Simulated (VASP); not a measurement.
# SnSe2 in VASP: single point with PBE+D3(BJ)

Aim: the single point of SnSe2 with PBE+D3(BJ).

Program: VASP 6.6.1. These are calculated values, not measurements. Logs are shortened: lines on timing, memory, paths and dates and some standing lists are left out, and cuts for length are marked.

## (1) The cell of the first run

The cell holds a sheet with vacuum, 3 atoms: a = 3.824 Å, b = 3.824 Å, c = 30.160 Å, α = 90.00°, β = 90.00°, γ = 120.00°.

## (2) Single point, PBE+D3(BJ)

Contents of INCAR:

```
SYSTEM = SnSe2
PREC = Accurate ; ENCUT = 400
EDIFF = 1E-6 ; ISMEAR = 0
SIGMA = 0.03 ; LREAL = .FALSE.
LASPH = .TRUE. ; NELM = 120
ALGO = Normal ; ISIF = 2
LWAVE = .FALSE. ; LCHARG = .FALSE.
LDIPOL = .TRUE. ; IDIPOL = 3
DIPOL = 0.5 0.5 0.285 ; GGA = PE
IVDW = 12 ; NBANDS = 20
GGA_COMPAT = .FALSE. ; NELMDL = -8
```

Contents of KPOINTS:

```
regular mesh
0
G
  12 12 1
  0 0 0
```

Contents of POSCAR:

```
SnSe2
1.0
    3.8238524907      0.0000000000      0.0000000000
   -1.9119262454      3.3115533973      0.0000000000
    0.0000000000      0.0000000000     30.1599999976
Se Sn
2 1
Direct
    0.3333333333      0.6666666667      0.2317418590
    0.6666666667      0.3333333333      0.3378867883
    0.0000000000      0.0000000000      0.2848143236
```

Potentials or basis: VASP PAW PBE potentials, release 64 (Se, Sn_d).

Launch:

```
$ cat potpaw_PBE.64/Se/POTCAR potpaw_PBE.64/Sn_d/POTCAR > POTCAR
$ mpirun -np 1 vasp_std > vasp.out
```

OUTCAR:

```text
SYSTEM = SnSe2
   PREC = Accurate
   ENCUT = 400
   EDIFF = 1E-6
   ISMEAR = 0
   LREAL = .FALSE.
   LASPH = .TRUE.
   NELM = 120
   ISIF = 2
   GGA = PE
   IVDW = 12
   NELMDL = -8
 IVDW          = 12

 ion  position               nearest neighbor table
   1  0.333  0.667  0.232-   3 2.73   3 2.73   3 2.73
   2  0.667  0.333  0.338-   3 2.73   3 2.73   3 2.73
   3  0.000  0.000  0.285-   1 2.73   1 2.73   1 2.73   2 2.73   2 2.73   2 2.73

  LATTYP: Found a hexagonal cell.
 ALAT       =     3.8238524907
 C/A-ratio  =     7.8873335389

  Lattice vectors:

 A1 = (   3.8238524907,   0.0000000000,   0.0000000000)
 A2 = (  -1.9119262454,   3.3115533973,   0.0000000000)
 A3 = (   0.0000000000,   0.0000000000,  30.1599999976)

Analysis of symmetry for initial positions (statically):
=====================================================================
 Subroutine PRICEL returns:
 Original cell was already a primitive cell.

 Routine SETGRP: Setting up the symmetry group for a
 hexagonal supercell.

 Subroutine GETGRP returns: Found 12 space group operations
 (whereof  6 operations were pure point group operations)
 out of a pool of 24 trial point group operations.

The static configuration has the point symmetry C_3v.
 The point group associated with its full space group is D_3d.

Analysis of symmetry for dynamics (positions and initial velocities):
=====================================================================
 Subroutine PRICEL returns:
 Original cell was already a primitive cell.

 Routine SETGRP: Setting up the symmetry group for a
 hexagonal supercell.

 Subroutine GETGRP returns: Found 12 space group operations
 (whereof  6 operations were pure point group operations)
 out of a pool of 24 trial point group operations.

The dynamic configuration has the point symmetry C_3v.
 The point group associated with its full space group is D_3d.

 Subroutine INISYM returns: Found 12 space group operations
 (whereof  6 operations are pure point group operations),
 and found     1 'primitive' translations

----------------------------------------------------------------------------------------

                                     Primitive cell

  volume of cell :     381.9128

  direct lattice vectors                    reciprocal lattice vectors
     3.823852491  0.000000000  0.000000000     0.261516364  0.150986543  0.000000000
    -1.911926245  3.311553397  0.000000000     0.000000000  0.301973086  0.000000000
     0.000000000  0.000000000 30.159999998     0.000000000  0.000000000  0.033156499

  length of vectors
     3.823852491  3.823852491 30.159999998     0.301973086  0.301973086  0.033156499

  position of ions in fractional coordinates (direct lattice)
     0.333333333  0.666666667  0.231741859
     0.666666667  0.333333333  0.337886788
     0.000000000  0.000000000  0.284814324

  ion indices of the primitive-cell ions
   primitive index   ion index
                 1           1
                 2           2
                 3           3

----------------------------------------------------------------------------------------

 KPOINTS: regular mesh

Automatic generation of k-mesh.
 Grid dimensions read from file:
 generate k-points for:   12   12    1

 Generating k-lattice:

  Cartesian coordinates                     Fractional coordinates (reciprocal lattice)
     0.021793030  0.012582212  0.000000000     0.083333333 -0.000000000  0.000000000
     0.000000000  0.025164424  0.000000000     0.000000000  0.083333333  0.000000000
     0.000000000  0.000000000  0.033156499     0.000000000  0.000000000  1.000000000

  Length of vectors
     0.025164424  0.025164424  0.033156499

  Shift w.r.t. Gamma in fractional coordinates (k-lattice)
     0.000000000  0.000000000  0.000000000

 Subroutine IBZKPT returns following result:
 ===========================================

 Found     19 irreducible k-points:

 Following reciprocal coordinates:
            Coordinates               Weight
  0.000000  0.000000  0.000000      1.000000
  0.083333  0.000000  0.000000      6.000000
  0.166667  0.000000  0.000000      6.000000
  0.250000  0.000000  0.000000      6.000000
  0.333333  0.000000  0.000000      6.000000
  0.416667  0.000000  0.000000      6.000000
[... 11 lines left out ...]
  0.333333  0.250000  0.000000     12.000000
  0.333333  0.333333  0.000000      2.000000
   k-points           NKPTS =     19   k-points in BZ     NKDIM =     19   number of bands    NBANDS=     20
   number of dos      NEDOS =    301   number of ions     NIONS =      3
   total plane-waves  NPLWV = 156800
   dimension x,y,z NGX =    28 NGY =   28 NGZ =  200
   dimension x,y,z NGXF=    56 NGYF=   56 NGZF=  400
   ions per type =               2   1
   NGX,Y,Z   is equivalent  to a cutoff of  12.17, 12.17, 11.02 a.u.
   NGXF,Y,Z  is equivalent  to a cutoff of  24.35, 24.35, 22.05 a.u.
 SYSTEM =  SnSe2
   PREC   = accura    normal or accurate (medium, high low for compatibility)
   ISTART =      0    job   : 0-new  1-cont  2-samecut
   ICHARG =      2    charge: 1-file 2-atom 10-const
   ISPIN  =      1    spin polarized calculation?
   LNONCOLLINEAR =      F non collinear calculations
   LSORBIT =      F    spin-orbit coupling
   LASPH  =      T    aspherical Exc in radial PAW
   ENCUT  =  400.0 eV  29.40 Ry    5.42 a.u.   6.24  6.24 49.18*2*pi/ulx,y,z
   NELM   =    120;   NELMIN=  2; NELMDL= -8     # of ELM steps
   EDIFF  = 0.1E-05   stopping-criterion for ELM
   LREAL  =      F    real-space projection
   EDIFFG = 0.1E-04   stopping-criterion for IOM
   NSW    =      0    number of steps for IOM
   IBRION =     -1    ionic relax: 0-MD 1-quasi-New 2-CG
   NFREE  =      0    steps in history (QN), initial steepest desc. (CG)
   ISIF   =      2    stress and relaxation
   ISYM   =      2    0-nonsym 1-usesym 2-fastsym
   POTIM  = 0.5000    time-step for ionic-motion
   TEBEG  =    0.0;   TEEND  =   0.0 temperature during run
   PSTRESS=    0.0 pullay stress
   NELECT =      26.0000    total number of electrons
   NUPDOWN=      -1.0000    fix difference up-down
   EMIN   =  10.00;   EMAX   =-10.00  energy-range for DOS
   EFERMI =   0.00;   METHOD = LEGACY
   ISMEAR =     0;   SIGMA  =   0.03  broadening in eV -4-tet -1-fermi 0-gaus
   EFERMI_NEDOS =   21; number of points for ismear=-14 and -15
   IALGO  =     38    algorithm
   IMIX   =      4    mixing-type and parameters
     AMIX     =   0.40;   BMIX     =  1.00
     AMIX_MAG =   1.60;   BMIX_MAG =  1.00
  volume/ion in A,a.u.               =     127.30       859.09
  Fermi-wavevector in a.u.,A,eV,Ry     =   0.668464  1.263213  6.079679  0.446844
  Thomas-Fermi vector in A             =   1.743383
   LORBIT       =      0    0 simple, 1 ext, 2 COOP (PROOUT), +10 PAW based schemes
   GGA     = PE    functional components
   LHFCALC =     F    Hartree Fock is set to
   AEXX    =    0.0000 exact exchange contribution
   IVDW    =    12    specifies the selected vdW correction
   LEPSILON=     F    determine dielectric tensor
   LRPA    =     F    only Hartree local field effects (RPA)
 non-spin polarized calculation
 Gauss-broadening in eV      SIGMA  =   0.03
  energy-cutoff  :      400.00
  volume of cell :      381.91
 maximum number of plane-waves:      6975
 NGX is ok and might be reduce to    28
   NGX = 13   NGY = 13   NGZ = 99

 dipolmoment           0.000000      0.000000     -0.000005 electrons x Angstroem

 number of electron      26.0000010 magnetization

 dipolmoment           0.000000      0.000000      0.000005 electrons x Angstroem

 Free energy of the ion-electron system (eV)
  ---------------------------------------------------
  ext. energy  EPLUGINS =         0.00000000
  ---------------------------------------------------
  free energy    TOTEN  =       -11.85428183 eV

  energy without entropy =      -11.85428183  energy(sigma->0) =      -11.85428183

 E-fermi :  -3.7723     XC(G=0):  -2.2934

 val. band max:       -3.9389951100   @ k =   0.0833   0.0000   0.0000
 cond. band min:      -3.1643416169   @ k =   0.5000   0.0000   0.0000
 fundamental gap:      0.7746534931
 Fermi energy:        -3.7723091349

 k-point     1 :       0.0000    0.0000    0.0000
  band No.  band energies     occupation
      1     -25.0968      2.00000
      2     -25.0968      2.00000
      3     -25.0573      2.00000
      4     -25.0479      2.00000
      5     -25.0479      2.00000
      6     -17.4425      2.00000
[... 12 lines left out ...]
     19       1.6659      0.00000
     20       2.1079      0.00000

 k-point     2 :       0.0833    0.0000    0.0000
  band No.  band energies     occupation
      1     -25.0993      2.00000
      2     -25.0941      2.00000
      3     -25.0555      2.00000
      4     -25.0499      2.00000
      5     -25.0479      2.00000
      6     -17.3762      2.00000
[... 12 lines left out ...]
     19       1.8273      0.00000
     20       2.2158      0.00000

 k-point     3 :       0.1667    0.0000    0.0000
  band No.  band energies     occupation
      1     -25.1067      2.00000
      2     -25.0872      2.00000
      3     -25.0556      2.00000
      4     -25.0493      2.00000
      5     -25.0473      2.00000
      6     -17.1820      2.00000
[... 12 lines left out ...]
     19       2.2240      0.00000
     20       2.5242      0.00000

 k-point     4 :       0.2500    0.0000    0.0000
  band No.  band energies     occupation
      1     -25.1182      2.00000
      2     -25.0795      2.00000
      3     -25.0615      2.00000
      4     -25.0448      2.00000
      5     -25.0414      2.00000
      6     -16.8774      2.00000
[... 314 lines left out ...]
 k-point    18 :       0.3333    0.2500    0.0000
  band No.  band energies     occupation
      1     -25.1207      2.00000
      2     -25.0949      2.00000
      3     -25.0577      2.00000
      4     -25.0440      2.00000
      5     -25.0265      2.00000
      6     -15.7471      2.00000
[... 12 lines left out ...]
     19       4.5188      0.00000
     20       4.6412      0.00000

 k-point    19 :       0.3333    0.3333    0.0000
  band No.  band energies     occupation
      1     -25.1082      2.00000
      2     -25.1082      2.00000
      3     -25.0501      2.00000
      4     -25.0501      2.00000
      5     -25.0274      2.00000
      6     -15.5690      2.00000
[... 12 lines left out ...]
     19       4.7886      0.00000
     20       4.7888      0.00000

------------------------ aborting loop because EDIFF is reached ----------------------------------------

 vacuum level on the upper side and lower side of the slab       (xc-potential included)        -0.005        -0.005

 Edisp (eV)   -0.75758

 E8    (eV) :    -0.3537

  FORCE on cell =-STRESS in cart. coord.  units (eV):
  Direction    XX          YY          ZZ          XY          YZ          ZX
  --------------------------------------------------------------------------------------
  -------------------------------------------------------------------------------------
  Total       0.01559     0.01559     0.01968    -0.00000     0.00000     0.00000
  in kB       0.06541     0.06541     0.08255    -0.00000     0.00000     0.00000
  external pressure =        0.07 kB  Pullay stress =        0.00 kB

 VOLUME and BASIS-vectors are now :
 -----------------------------------------------------------------------------
  energy-cutoff  :      400.00
  volume of cell :      381.91
      direct lattice vectors                 reciprocal lattice vectors
     3.823852491  0.000000000  0.000000000     0.261516364  0.150986543  0.000000000
    -1.911926245  3.311553397  0.000000000     0.000000000  0.301973086  0.000000000
     0.000000000  0.000000000 30.159999998     0.000000000  0.000000000  0.033156499

 POSITION                                       TOTAL-FORCE (eV/Angst)
 -----------------------------------------------------------------------------------
     -0.00000      2.20770      6.98933        -0.000000      0.000000     -0.014954
      1.91193      1.10385     10.19067         0.000000      0.000000      0.014954
      0.00000      0.00000      8.59000         0.000000      0.000000     -0.000000
 -----------------------------------------------------------------------------------
    total drift:                                0.000000      0.000000      0.000169

  FREE ENERGIE OF THE ION-ELECTRON SYSTEM (eV)
  ---------------------------------------------------
  free  energy   TOTEN  =       -12.6118626701 eV

  energy  without entropy=      -12.6118626701  energy(sigma->0) =      -12.61186267

 vacuum level on the upper side and lower side of the slab         2.027         2.027
```

Wall time 2.6 min (1 thread of AMD EPYC 9R45 (Zen 5), shared host); peak memory 0.38 GiB.

What came out:

```
Free energy                : -12.6119 eV
Largest force              : 0.015 eV/Å
Band gap on the k mesh     : 0.77 eV (least direct gap 1.11 eV)
Dispersion energy per atom : -0.253 eV
```

Forces in eV/Å, atoms in the order of the input:
```
Se   0.000  0.000 -0.015
Se   0.000  0.000  0.015
Sn   0.000  0.000  0.000
```

Levels at points of the mesh, in eV from the valence-band top:
```csv
k point,band 9,band 10,band 11,band 12,band 13,band 14,band 15,band 16,band 17,band 18
"(0.00, 0.00, 0.00)",-1.18,-0.45,-0.45,-0.06,-0.06,1.60,3.13,4.63,4.63,5.58
"(0.50, 0.00, 0.00)",-4.39,-2.33,-2.19,-0.75,-0.34,0.77,4.08,5.34,5.61,5.75
```

Caveat: semilocal functionals underestimate gaps, and a narrow one can read as zero; spin-orbit coupling is left out, which moves the levels of the heavy elements.
